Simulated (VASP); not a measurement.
Set up this calculation in VASP 6.6.1, as the native input.

| Quantity | Value |
| --- | --- |
| Task | single point |
| Functional | PBE |
| Potentials or basis | VASP PAW PBE potentials, release 64 (Pt) |
| Cutoff | 520 eV |
| k mesh | 9 × 9 × 17 |
| Occupations | gaussian, width 0.1 eV |
| Spin | no spin polarisation |
| Dipole correction | no |
| Further INCAR settings | ALGO = Fast; EDIFF = 1e-06; NBANDS = 17 |

The structure of Pt lies in POSCAR:

```
Pt
1.0
    3.8482931297      0.0000000000      0.0012156916
    0.0000000000      3.8482933217      0.0000000000
   -1.9234955393      0.0000000000      2.0685215792
Pt
2
Direct
    0.0000000000      0.0000000000      0.0000000000
    0.5000000000      0.5000000000      0.0000000000
```

One way to write it, as run:

INCAR

```
SYSTEM = Pt
PREC = Accurate ; ENCUT = 520
EDIFF = 1E-6 ; ISMEAR = 0
SIGMA = 0.1 ; LREAL = .FALSE.
LASPH = .TRUE. ; NELM = 60
ALGO = Fast ; ISIF = 2
LWAVE = .FALSE. ; LCHARG = .FALSE.
GGA = PE ; NBANDS = 17
```

KPOINTS

```
regular mesh
0
G
  9 9 17
  0 0 0
```

Potentials or basis: VASP PAW PBE potentials, release 64 (Pt).

Launch:

```bash
$ cat potpaw_PBE.64/Pt/POTCAR > POTCAR
$ mpirun -np 1 vasp_std > vasp.out
```

Results of the run:

```yaml
Pressure: 5.7 GPa
Band_gap_on_the_k_mesh: zero (band 10 reaches 11.68 eV, above the bottom of band 11 at 9.77 eV)
```

Caveat: spin-orbit coupling is left out, which moves the levels of the heavy elements.

Run time: 120 s on 1 thread of Intel(R) Xeon(R) Platinum 8488C (Sapphire Rapids) (shared host), peak memory 0.29 GiB.
